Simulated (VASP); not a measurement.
Input of a VASP 6.6.1 run:

INCAR

```
PREC = Accurate
ENCUT = 600
EDIFF = 1E-7
ISMEAR = -1
SIGMA = 0.05
LREAL = False
LASPH = True
NELM = 60
ALGO = Normal
ISIF = 3
LWAVE = False
LCHARG = False
IBRION = 2
NSW = 60
EDIFFG = -0.01
```

KPOINTS

```
regular mesh
0
Gamma
  9 9 9
```

The input POSCAR:

```
Pd
1.0
   -1.5722810000      1.5722810000      1.5722810000
    1.5722810000     -1.5722810000      1.5722810000
    1.5722810000      1.5722810000     -1.5722810000
Pd
1
Direct
    0.0000000000      0.0000000000      0.0000000000
```

Potentials or basis: VASP PAW LDA potentials, release 64 (Pd).

Command:

```bash
$ cat potpaw_LDA.64/Pd/POTCAR > POTCAR
$ mpirun -np 1 vasp_std > vasp.out
```

**Question.** What does it give for the relaxed cell?

**Answer.** a = 2.646 Å, b = 2.646 Å, c = 2.646 Å, α = 109.47°, β = 109.47°, γ = 109.47°.

**Question.** What does it give for the band gap on the k mesh?

**Answer.** Zero (band 5 reaches 10.69 eV, above the bottom of band 6 at 9.17 eV).

**Question.** What does it give for the space group after relaxing (to 0.05 Å)?

**Answer.** Im-3m (No. 229).

Step by step:
```csv
step,energy change (eV),largest force (eV/Å),pressure (GPa),volume (Å³)
1,0.0000,0.0000,-15.25,15.55
2,0.1447,0.0000,43.25,12.45
3,-0.0672,0.0000,-0.73,14.31
4,-0.0673,0.0000,-0.18,14.27
5,-0.0673,0.0000,0.22,14.24
6,-0.0673,0.0000,-0.30,14.28
7,-0.0673,0.0000,-0.01,14.26
```
